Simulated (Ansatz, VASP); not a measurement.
**Ba2BiSb2 in VASP and in Ansatz**

```
CELL_PARAMETERS angstrom
-2.38922 3.73422 4.97335
2.38922 -3.73422 4.97335
2.38922 3.73422 -4.97335
ATOMIC_POSITIONS crystal
Ba 0.71804 0.21804 0.50000
Ba 0.28196 0.78196 0.50000
Sb 0.70436 0.50000 0.20436
Sb 0.29564 0.50000 0.79564
Bi 0.00000 0.00000 0.00000
```

Alike in both runs: functional PBEsol; k mesh 6 × 6 × 6; occupations fermi-dirac, width 0.1 eV; no spin polarisation.

Ansatz relaxed the structure, and its values are those at the end. VASP's run is a single point on that final structure, the one shown.

|  | VASP | Ansatz |
| --- | --- | --- |
| version | VASP 6.6.1 | Ansatz 0.2.0 |
| potentials or method | VASP PAW PBE potentials, release 64 (Ba_sv, Sb, Bi_d), cutoff 520 eV | PAW plane waves |
| valence electrons in the cell | 45 | 65 |

Ansatz gave:

- gap on the k mesh at the Fermi level (eV): none
- pressure (GPa): 0.0
- rms of the force components (eV/Å): 0.003

**Question.** Which values does VASP return?

**Answer.** gap on the k mesh at the Fermi level (eV): none; pressure (GPa): 0.3; rms of the force components (eV/Å): 0.006.

VASP's potentials were made for PBE, not for PBEsol, and Ansatz warns of the same on its side. A gap of «none» marks a metal or a gap that the smearing closes. With one functional, cell and mesh, what is left measures potentials, basis and numerics. VASP's potentials hold 45 valence electrons a cell and Ansatz's 65, so a difference there can come from the potentials and not from the codes.

Neither program's run includes spin-orbit coupling.
